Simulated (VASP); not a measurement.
Write the native input for VASP 6.6.1 that does the following.

```
Task                   : single point
Functional             : LDA
Potentials or basis    : VASP PAW LDA potentials, release 64 (Ta_pv)
Cutoff                 : 520 eV
k mesh                 : 2 × 2 × 14
Occupations            : fermi-dirac, width 0.01 eV
Spin                   : no spin polarisation
Dipole correction      : no
Further INCAR settings : ALGO = Normal; EDIFF = 1e-07; NBANDS = 30
```

The structure of Ta lies in POSCAR:

```
Ta
1.0
   22.7091110000      0.2838638875      0.2838638875
    0.2838638875     22.7091110000      0.2838638875
    0.0297160000      0.0297160000      2.3772800000
Ta
4
Direct
    0.3186290000      0.8186290000      0.0000000000
    0.6813710000      0.1813710000      0.0000000000
    0.1813710000      0.3186290000      0.0000000000
    0.8186290000      0.6813710000      0.0000000000
```

One way to write it, as run:

INCAR

```
PREC = Accurate
ENCUT = 520
EDIFF = 1E-7
ISMEAR = -1
SIGMA = 0.01
LREAL = F
LASPH = T
NELM = 100
ALGO = Normal
ISIF = 2
LWAVE = F
LCHARG = T
LELF = T
LVHAR = T
NBANDS = 30
```

KPOINTS

```
Automatic mesh
0
Gamma
  2 2 14
```

Potentials or basis: VASP PAW LDA potentials, release 64 (Ta_pv).

Run with:

```sh
$ cat potpaw_LDA.64/Ta_pv/POTCAR > POTCAR
$ mpirun -np 1 vasp_std > vasp.out
```

Results of the run:

```yaml
Band_gap_on_the_k_mesh: zero (bands 22 and 23 overlap by 2.61 eV)
```

Caveat: spin-orbit coupling is left out, which moves the levels of the heavy elements.

Wall time 44 min on 1 thread of Oxide Virtual Turin-like Processor, with other jobs on the host, peak memory 1.1 GiB.
